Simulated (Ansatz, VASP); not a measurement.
## LiReH6 in VASP and in Ansatz

```
Li Re H
1.0
     3.53253    0.00000    0.00000
     0.00000    3.53253    0.00000
     0.00000    0.00000    3.53253
Li Re H
1 1 6
Cartesian
  1.7663 1.7663 1.7663
  0.0000 0.0000 0.0000
  0.0000 1.7663 2.7657
  1.7663 0.7669 0.0000
  2.7657 0.0000 1.7663
  0.0000 1.7663 0.7669
  1.7663 2.7657 0.0000
  0.7669 0.0000 1.7663
```

Change from the starting cell: species swapped into the V6CoIr type (Pm-3, No. 200).

Alike in both runs: functional PBE; k mesh 6 × 6 × 6; occupations gaussian, width 0.1 eV; no spin polarisation.

Ansatz relaxed the structure, and its values are those at the end. VASP's run is a single point on that final structure, the one shown.

|  | VASP | Ansatz |
| --- | --- | --- |
| version | VASP 6.6.1 | Ansatz 0.2.0 |
| potentials or method | VASP PAW PBE potentials, release 64 (Li_sv, Re, H), cutoff 520 eV | scalar-relativistic, plane waves, PAW |
| valence electrons in the cell | 16 | 24 |

```csv
,VASP,Ansatz,Ansatz less VASP
gap on the k mesh at the Fermi level (eV),none,none,-
rms of the force components (eV/Å),0.008,0.005,-0.0033
```

A gap of «none» marks a metal or a gap that the smearing closes. The functional is the same, so the differences come from potentials, cutoffs and numerics. VASP's potentials hold 16 valence electrons a cell and Ansatz's 24, so a difference there can come from the potentials and not from the codes.

Spin-orbit coupling is off throughout. Noted on VASP's run: the cutoff is short for stress, so the pressure is rough.
